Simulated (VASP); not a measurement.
Set up this calculation in VASP 6.6.1, as the native input.

```
Task                   : relaxation of cell and atoms
Functional             : LDA
Potentials or basis    : VASP PAW LDA potentials, release 64 (Ti_sv, Se)
Cutoff                 : 500 eV
k mesh                 : 12 × 12 × 8
Occupations            : gaussian, width 0.1 eV
Spin                   : no spin polarisation
Dipole correction      : no
Further INCAR settings : ALGO = Normal; EDIFF = 1e-07; IBRION = 2; EDIFFG = -0.005; NSW = 100; ISIF = 3
```

The structure of TiSe2 lies in POSCAR:

```
TiSe2
1.0
    3.4376632355      0.0000000028      0.0000000000
   -1.7188316202      2.9771036902      0.0000000000
    0.0000000000      0.0000000000      5.8056698514
Ti Se
1 2
Direct
    0.0000000000      0.0000000000      0.0000000000
    0.3333333333      0.6666666667      0.2650007507
    0.6666666667      0.3333333333      0.7349992493
```

One way to write it, as run:

INCAR

```
PREC = Accurate
ENCUT = 500
EDIFF = 1E-7
ISMEAR = 0
SIGMA = 0.1
LREAL = F
LASPH = T
NELM = 120
ALGO = Normal
ISIF = 3
LWAVE = F
LCHARG = F
GGA = CA
IBRION = 2
NSW = 100
EDIFFG = -0.005
GGA_COMPAT = F
NELMIN = 4
```

KPOINTS

```
Automatic mesh
0
Gamma
  12 12 8
```

Potentials or basis: VASP PAW LDA potentials, release 64 (Ti_sv, Se).

The run is started by

```console
$ cat potpaw_LDA.64/Ti_sv/POTCAR potpaw_LDA.64/Se/POTCAR > POTCAR
$ mpirun -np 1 vasp_std > vasp.out
```

It gave:

| Item | Value |
| --- | --- |
| Relaxed volume | 19.85 Å³/atom |
| Relaxed cell | a = 3.440 Å, b = 3.440 Å, c = 5.810 Å, α = 90.00°, β = 90.00°, γ = 120.00° |
| Space group after relaxing (to 0.1 Å) | P-3m1 (No. 164) |
| Energy gained by relaxing | 0.0 meV/atom |
| Ionic steps | 3 |
| Pressure after relaxing | 0.0 GPa |
| Largest force after relaxing | 0.004 eV/Å |
| Band gap on the k mesh | zero (bands 12 and 13 overlap by 0.85 eV) |

Run time: 3.1 min on 1 thread of Intel(R) Xeon(R) 6975P-C (Granite Rapids), on a shared host, peak memory 0.25 GiB.
